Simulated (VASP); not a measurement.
Input of a VASP 6.6.1 run:

INCAR

```
PREC = Accurate
ENCUT = 520
EDIFF = 1E-7
ISMEAR = 0
SIGMA = 0.02
LREAL = False
LASPH = True
NELM = 100
ALGO = Normal
ISIF = 2
LWAVE = False
LCHARG = False
GGA = PS
NBANDS = 15
```

The input KPOINTS:

```
regular mesh
0
Gamma
  6 6 4
```

Contents of POSCAR:

```
MgI2
1.0
    4.1152353111      0.0000000000      0.0000000000
   -2.0576176555      3.5638983219      0.0000000000
    0.0000000000      0.0000000000      7.1297002822
Mg I
1 2
Direct
    0.0000000000      0.0000000000      0.0000000000
    0.3333333333      0.6666666667      0.7625121855
    0.6666666667      0.3333333333      0.2374878145
```

Potentials or basis: VASP PAW PBE potentials, release 64 (Mg, I).

Launch:

```console
$ cat potpaw_PBE.64/Mg/POTCAR potpaw_PBE.64/I/POTCAR > POTCAR
$ mpirun -np 1 vasp_std > vasp.out
```

Task: Estimate the largest force.

Result: 0.093 eV/Å.

Task: Estimate the band gap on the k mesh.

Result: 3.48 eV, indirect (least direct gap 3.64 eV).

Stress tensor (GPa, compression positive):
```
-0.04  0.00  0.00
 0.00 -0.04  0.00
 0.00  0.00 -0.55
```

Caveat: the cell differs from its parent crystal (uniaxial strain along c: +1.5 %); the PAW data sets were made with another functional, which shifts forces and pressure a little; spin-orbit coupling is left out, which moves the levels of the heavy elements; this functional lacks dispersion, which binds the layers, so the pressure and a relaxed spacing across them are unreliable. A k mesh can miss the band edges.
